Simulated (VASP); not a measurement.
# AlN (I-4m2) in VASP: further runs

AlN is run at these levels: r2SCAN; tasks: single point.

Program: VASP 6.6.1. These are calculated values, not measurements. Logs are shortened: lines on timing, memory, paths and dates and some standing lists are left out, and cuts for length are marked.

### 1 The cell of the first run

It takes space group I-4m2 (No. 119, tetragonal). Conventional cell: a = 2.831 Å, b = 2.831 Å, c = 5.205 Å, α = 90.00°, β = 90.00°, γ = 90.00°. Within 2.5 Å of Al (site symmetry -4m2) lie 4 N at 1.92 Å. Within 2.5 Å of N (site symmetry -4m2) lie 4 Al at 1.92 Å.

### 2 Single point, r2SCAN

POSCAR

```
AlN
1.0
    0.0000000000      2.0019377642      2.6025190935
    2.0019377642      0.0000000000      2.6025190935
    2.0019377642      2.0019377642      0.0000000000
Al N
1 1
Direct
    0.0000000000      0.0000000000      0.0000000000
    0.7500000000      0.7500000000      0.7500000000
```

INCAR.step1

```
  PREC = Accurate
  ENCUT = 520
  ISMEAR = 0
  SIGMA = 0.05
  LREAL = False
  LASPH = True
  NELM = 60
  NBANDS = 11
  GGA = PE
  ALGO = Normal
  EDIFF = 1E-4
  LWAVE = True
  LCHARG = False
```

INCAR.step2

```
  PREC = Accurate
  ENCUT = 520
  EDIFF = 1E-6
  ISMEAR = 0
  SIGMA = 0.05
  LREAL = False
  LASPH = True
  NELM = 60
  ALGO = Normal
  ISIF = 2
  LWAVE = False
  LCHARG = False
  METAGGA = R2SCAN
  LMIXTAU = True
  NBANDS = 11
  ISTART = 1
```

KPOINTS

```
Automatic mesh
0
Gamma
  10 10 10
```

Potentials or basis: VASP PAW PBE potentials, release 64 (Al, N).

Run with:

```console
$ cat potpaw_PBE.64/Al/POTCAR potpaw_PBE.64/N/POTCAR > POTCAR
$ cp INCAR.step1 INCAR
$ mpirun -np 1 vasp_std > vasp.out
$ cp INCAR.step2 INCAR
$ mpirun -np 1 vasp_std > vasp.out
```

OUTCAR:

```text
PREC = Accurate
   ENCUT = 520
   EDIFF = 1E-6
   ISMEAR = 0
   LREAL = False
   LASPH = True
   NELM = 60
   ISIF = 2
   METAGGA = R2SCAN
   ISTART = 1

 ion  position               nearest neighbor table
   1  0.000  0.000  0.000-   2 1.92   2 1.92   2 1.92   2 1.92
   2  0.750  0.750  0.750-   1 1.92   1 1.92   1 1.92   1 1.92

  LATTYP: Found a body centered tetragonal cell.
 ALAT       =     2.8311675372
 C/A-ratio  =     1.8384776311

  Lattice vectors:

 A1 = (  -2.0019377642,   0.0000000000,   2.6025190935)
 A2 = (   2.0019377642,   0.0000000000,   2.6025190935)
 A3 = (   0.0000000000,   2.0019377642,  -2.6025190935)

Analysis of symmetry for initial positions (statically):
=====================================================================
 Subroutine PRICEL returns:
 Original cell was already a primitive cell.

 Routine SETGRP: Setting up the symmetry group for a
 body centered tetragonal supercell.

 Subroutine GETGRP returns: Found  8 space group operations
 (whereof  8 operations were pure point group operations)
 out of a pool of 16 trial point group operations.

The static configuration has the point symmetry D_2d.

Analysis of symmetry for dynamics (positions and initial velocities):
=====================================================================
 Subroutine PRICEL returns:
 Original cell was already a primitive cell.

 Routine SETGRP: Setting up the symmetry group for a
 body centered tetragonal supercell.

 Subroutine GETGRP returns: Found  8 space group operations
 (whereof  8 operations were pure point group operations)
 out of a pool of 16 trial point group operations.

The dynamic configuration has the point symmetry D_2d.

 Subroutine INISYM returns: Found  8 space group operations
 (whereof  8 operations are pure point group operations),
 and found     1 'primitive' translations

----------------------------------------------------------------------------------------

                                     Primitive cell

  volume of cell :      20.8605

  direct lattice vectors                    reciprocal lattice vectors
     0.000000000  2.001937764  2.602519094    -0.249758014  0.249758014  0.192121549
     2.001937764  0.000000000  2.602519094     0.249758014 -0.249758014  0.192121549
     2.001937764  2.001937764  0.000000000     0.249758014  0.249758014 -0.192121549

  length of vectors
     3.283422063  3.283422063  2.831167537     0.402080615  0.402080615  0.402080615

  position of ions in fractional coordinates (direct lattice)
     0.000000000  0.000000000  0.000000000
     0.750000000  0.750000000  0.750000000

  ion indices of the primitive-cell ions
[... 86 lines left out ...]
   NELECT =       8.0000    total number of electrons
   NUPDOWN=      -1.0000    fix difference up-down
   EMIN   =  10.00;   EMAX   =-10.00  energy-range for DOS
   EFERMI =   0.00;   METHOD = LEGACY
   ISMEAR =     0;   SIGMA  =   0.05  broadening in eV -4-tet -1-fermi 0-gaus
   EFERMI_NEDOS =   21; number of points for ismear=-14 and -15
   IALGO  =     38    algorithm
   IMIX   =      4    mixing-type and parameters
     AMIX     =   0.40;   BMIX     =  1.00
     AMIX_MAG =   1.60;   BMIX_MAG =  1.00
  volume/ion in A,a.u.               =      10.43        70.39
  Fermi-wavevector in a.u.,A,eV,Ry     =   1.189405  2.247650 19.247952  1.414685
  Thomas-Fermi vector in A             =   2.325513
   LORBIT       =      0    0 simple, 1 ext, 2 COOP (PROOUT), +10 PAW based schemes
   METAGGA = R2SCAN    functional components
   LHFCALC =     F    Hartree Fock is set to
   AEXX    =    0.0000 exact exchange contribution
   IVDW    =     0    specifies the selected vdW correction
   LEPSILON=     F    determine dielectric tensor
   LRPA    =     F    only Hartree local field effects (RPA)
 non-spin polarized calculation
 Gauss-broadening in eV      SIGMA  =   0.05
  energy-cutoff  :      520.00
  volume of cell :       20.86
 maximum number of plane-waves:       581
   NGX = 13   NGY = 13   NGZ = 11

 number of electron       7.9999999 magnetization

 Free energy of the ion-electron system (eV)
  ---------------------------------------------------
  ext. energy  EPLUGINS =         0.00000000
  ---------------------------------------------------
  free energy    TOTEN  =       -18.46469437 eV

  energy without entropy =      -18.46469437  energy(sigma->0) =      -18.46469437

 E-fermi :   7.2099     XC(G=0): -11.4709

 val. band max:        6.9018609655   @ k =  -0.2000   0.2000   0.0000
 cond. band min:       9.6703684525   @ k =   0.5000   0.0000   0.5000
 fundamental gap:      2.7685074870
 Fermi energy:         7.2098729251

 k-point     1 :       0.0000    0.0000    0.0000
  band No.  band energies     occupation
      1      -9.8702      2.00000
      2       4.7939      2.00000
      3       6.6347      2.00000
      4       6.6347      2.00000
      5       9.9939      0.00000
      6      18.7164      0.00000
      7      19.3880      0.00000
      8      19.4754      0.00000
      9      19.4754      0.00000
     10      22.2579      0.00000
     11      28.9924      0.00000
[... 309 lines left out ...]
 k-point    24 :       0.4000    0.3000    0.0000
  band No.  band energies     occupation
      1      -8.3818      2.00000
      2       0.3110      2.00000
      3       5.2322      2.00000
      4       5.9620      2.00000
      5      12.3966      0.00000
      6      15.7795      0.00000
      7      18.8943      0.00000
      8      22.6115      0.00000
      9      22.7217      0.00000
     10      29.2174      0.00000
     11      29.9945      0.00000

 [... further k-points ...]

------------------------ aborting loop because EDIFF is reached ----------------------------------------

  FORCE on cell =-STRESS in cart. coord.  units (eV):
  Direction    XX          YY          ZZ          XY          YZ          ZX
  --------------------------------------------------------------------------------------
  -------------------------------------------------------------------------------------
  Total        2.7643818      2.7643818     -7.0720216      0.0000000      0.0000000      0.0000000
  in kB      212.3164028    212.3164028   -543.1616449      0.0000000      0.0000000      0.0000000
  external PRESSURE =     -39.5096131 kB  Pullay stress =       0.0000000 kB

 VOLUME and BASIS-vectors are now :
 -----------------------------------------------------------------------------
  energy-cutoff  :      520.00
  volume of cell :       20.86
      direct lattice vectors                 reciprocal lattice vectors
     0.000000000  2.001937764  2.602519094    -0.249758014  0.249758014  0.192121549
     2.001937764  0.000000000  2.602519094     0.249758014 -0.249758014  0.192121549
     2.001937764  2.001937764  0.000000000     0.249758014  0.249758014 -0.192121549

 POSITION                                       TOTAL-FORCE (eV/Angst)
 -----------------------------------------------------------------------------------
      0.00000      0.00000      0.00000         0.000000      0.000000      0.000000
      3.00291      3.00291      3.90378        -0.000000     -0.000000     -0.000000
 -----------------------------------------------------------------------------------
    total drift:                                0.000002      0.000002      0.000002

  FREE ENERGIE OF THE ION-ELECTRON SYSTEM (eV)
  ---------------------------------------------------
  free  energy   TOTEN  =       -18.4646943703 eV

  energy  without entropy=      -18.4646943703  energy(sigma->0) =      -18.46469437
```

OUTCAR.step1:

```text
PREC = Accurate
   ENCUT = 520
   ISMEAR = 0
   LREAL = False
   LASPH = True
[... 558 lines left out ...]
      0.00000      0.00000      0.00000         0.000000      0.000000     -0.000000
      3.00291      3.00291      3.90378        -0.000000     -0.000000      0.000000
 -----------------------------------------------------------------------------------
    total drift:                                0.000000      0.000000     -0.000000

  FREE ENERGIE OF THE ION-ELECTRON SYSTEM (eV)
  ---------------------------------------------------
  free  energy   TOTEN  =       -14.1872839014 eV

  energy  without entropy=      -14.1872839014  energy(sigma->0) =      -14.18728390
```

Run time: 43 s. Hardware: 1 thread of Intel Xeon Platinum 8559C (Emerald Rapids), shared host; peak memory 0.14 GiB.

What came out:

- Free energy: -18.4647 eV
- Pressure: -4.0 GPa
- Band gap on the k mesh: 2.77 eV (least direct gap 3.36 eV)

Stress tensor (GPa, compression positive):
```
 21.23   0.00   0.00
  0.00  21.23   0.00
  0.00   0.00 -54.32
```

Levels at points of the mesh, in eV from the valence-band top:
| k point | band 1 | band 2 | band 3 | band 4 | band 5 | band 6 | band 7 | band 8 | band 9 |
| --- | --- | --- | --- | --- | --- | --- | --- | --- | --- |
| (0.00, 0.00, 0.00) | -16.77 | -2.11 | -0.27 | -0.27 | 3.09 | 11.81 | 12.49 | 12.57 | 12.57 |
| (0.50, 0.00, 0.00) | -14.62 | -6.90 | -2.80 | -0.09 | 4.58 | 9.78 | 11.86 | 13.58 | 16.89 |
| (0.50, 0.50, 0.00) | -14.85 | -7.70 | -1.17 | -1.17 | 4.32 | 10.34 | 11.49 | 16.97 | 16.97 |
| (0.50, 0.00, 0.50) | -13.58 | -5.11 | -3.47 | -3.22 | 2.77 | 6.93 | 11.16 | 14.46 | 17.96 |

Caveat: the cell stands under tension; the PAW data sets were made with another functional, which shifts forces and pressure a little.

### 3 Single point, r2SCAN

This run uses another cell than the first one, of the same volume but with other edges.

POSCAR

```
AlN
1.0
    0.0000000000      2.2464792616      2.0667609207
    2.2464792616      0.0000000000      2.0667609207
    2.2464792616      2.2464792616      0.0000000000
Al N
1 1
Direct
    0.0000000000      0.0000000000      0.0000000000
    0.7500000000      0.7500000000      0.7500000000
```

INCAR.step1

```
SYSTEM = AlN
PREC = Accurate ; ENCUT = 520
ISMEAR = 0 ; SIGMA = 0.05
LREAL = .False. ; LASPH = .True.
NELM = 80 ; NBANDS = 11
GGA = PE ; ALGO = Normal
EDIFF = 1E-4 ; LWAVE = .True.
LCHARG = .False.
```

INCAR.step2

```
SYSTEM = AlN
PREC = Accurate ; ENCUT = 520
EDIFF = 1E-6 ; ISMEAR = 0
SIGMA = 0.05 ; LREAL = .False.
LASPH = .True. ; NELM = 80
ALGO = Normal ; ISIF = 2
LWAVE = .False. ; LCHARG = .False.
METAGGA = R2SCAN ; LMIXTAU = .True.
NBANDS = 11 ; ISTART = 1
```

KPOINTS

```
Automatic mesh
0
Gamma
  10 10 10
  0 0 0
```

Potentials or basis: VASP PAW PBE potentials, release 64 (Al, N).

Run with:

```console
$ cat potpaw_PBE.64/Al/POTCAR potpaw_PBE.64/N/POTCAR > POTCAR
$ cp INCAR.step1 INCAR
$ mpirun -np 1 vasp_std > vasp.out
$ cp INCAR.step2 INCAR
$ mpirun -np 1 vasp_std > vasp.out
```

OUTCAR:

```text
SYSTEM = AlN
   PREC = Accurate
   ENCUT = 520
   EDIFF = 1E-6
   ISMEAR = 0
   LREAL = .False.
   LASPH = .True.
   NELM = 80
   ISIF = 2
   METAGGA = R2SCAN
   ISTART = 1

 ion  position               nearest neighbor table
   1  0.000  0.000  0.000-   2 1.90   2 1.90   2 1.90   2 1.90
   2  0.750  0.750  0.750-   1 1.90   1 1.90   1 1.90   1 1.90

  LATTYP: Found a body centered tetragonal cell.
 ALAT       =     3.1770014393
 C/A-ratio  =     1.3010764774

  Lattice vectors:

[... 524 lines left out ...]

  FORCE on cell =-STRESS in cart. coord.  units (eV):
  Direction    XX          YY          ZZ          XY          YZ          ZX
  --------------------------------------------------------------------------------------
  -------------------------------------------------------------------------------------
  Total       -0.5391137     -0.5391137      0.6875489      0.0000000      0.0000000      0.0000000
  in kB      -41.4062458    -41.4062458     52.8067105      0.0000000      0.0000000      0.0000000
  external PRESSURE =     -10.0019270 kB  Pullay stress =       0.0000000 kB

 VOLUME and BASIS-vectors are now :
 -----------------------------------------------------------------------------
  energy-cutoff  :      520.00
  volume of cell :       20.86
      direct lattice vectors                 reciprocal lattice vectors
     0.000000000  2.246479262  2.066760921    -0.222570494  0.222570494  0.241924450
     2.246479262  0.000000000  2.066760921     0.222570494 -0.222570494  0.241924450
     2.246479262  2.246479262  0.000000000     0.222570494  0.222570494 -0.241924450

 POSITION                                       TOTAL-FORCE (eV/Angst)
 -----------------------------------------------------------------------------------
      0.00000      0.00000      0.00000         0.000000      0.000000     -0.000000
      3.36972      3.36972      3.10014        -0.000000     -0.000000      0.000000
 -----------------------------------------------------------------------------------
    total drift:                                0.000002      0.000002     -0.000001

  FREE ENERGIE OF THE ION-ELECTRON SYSTEM (eV)
  ---------------------------------------------------
  free  energy   TOTEN  =       -19.1424846913 eV

  energy  without entropy=      -19.1424846913  energy(sigma->0) =      -19.14248469
```

OSZICAR.step1:

```text
N       E                     dE             d eps       ncg     rms          rms(c)
DAV:   1     0.119303627703E+02    0.11930E+02   -0.39001E+03  2268   0.605E+02
DAV:   2    -0.161990871512E+02   -0.28129E+02   -0.26954E+02  2701   0.137E+02
DAV:   3    -0.171703215754E+02   -0.97123E+00   -0.97005E+00  2762   0.243E+01
DAV:   4    -0.171754278555E+02   -0.51063E-02   -0.51060E-02  2568   0.196E+00
DAV:   5    -0.171754893680E+02   -0.61512E-04   -0.61512E-04  2727   0.206E-01    0.860E+00
DAV:   6    -0.148180188336E+02    0.23575E+01   -0.11733E+01  2600   0.172E+01    0.282E+00
DAV:   7    -0.148148749835E+02    0.31439E-02   -0.17141E-01  2529   0.327E+00    0.205E+00
DAV:   8    -0.148097311541E+02    0.51438E-02   -0.28602E-02  2469   0.159E+00    0.590E-01
DAV:   9    -0.148082498541E+02    0.14813E-02   -0.41923E-03  2727   0.386E-01    0.234E-01
DAV:  10    -0.148082925354E+02   -0.42681E-04   -0.42780E-04  2430   0.134E-01
   1 F= -.14808293E+02 E0= -.14808293E+02  d E =-.535585E-12
```

Wall time 34 s (1 thread of Intel Xeon Platinum 8559C (Emerald Rapids), shared host); peak memory 0.15 GiB.

Results:

```
Free energy            : -19.1425 eV
Pressure               : -1.0 GPa
Band gap on the k mesh : 3.53 eV (least direct gap 4.64 eV)
```

Caveat: the PAW data sets were made with another functional, which shifts forces and pressure a little. A k mesh can miss the band edges.

(Part 1 of 2 ends here.)
